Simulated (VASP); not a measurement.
NaF:

```
Na F
1.0
     0.00000    2.29717    2.29717
     2.29717    0.00000    2.29717
     2.29717    2.29717    0.00000
Na F
1 1
Cartesian
  0.0000 0.0000 0.0000
  2.2972 2.2972 2.2972
```

Program: VASP 6.6.1. Alike in all runs: task single point; potentials or basis VASP PAW PBE potentials, release 64 (Na_pv, F); no spin polarisation; cell as given; cutoff (eV) 520. Hardware: 1 thread of Intel(R) Xeon(R) Platinum 8259CL CPU @ 2.50GHz (Skylake/Cascade Lake), with other jobs on the host.

Question: Order these runs on this cell by their wall time, lowest first.
A. level PBE; k mesh 10 × 10 × 10; smearing fermi-dirac 0.02 eV
B. level r2SCAN; k mesh 10 × 10 × 10; smearing gaussian 0.01 eV
C. level PBE; k mesh 6 × 6 × 6; smearing gaussian 0.01 eV

Answer: C (3.8 s), A (7.8 s), B (34 s).
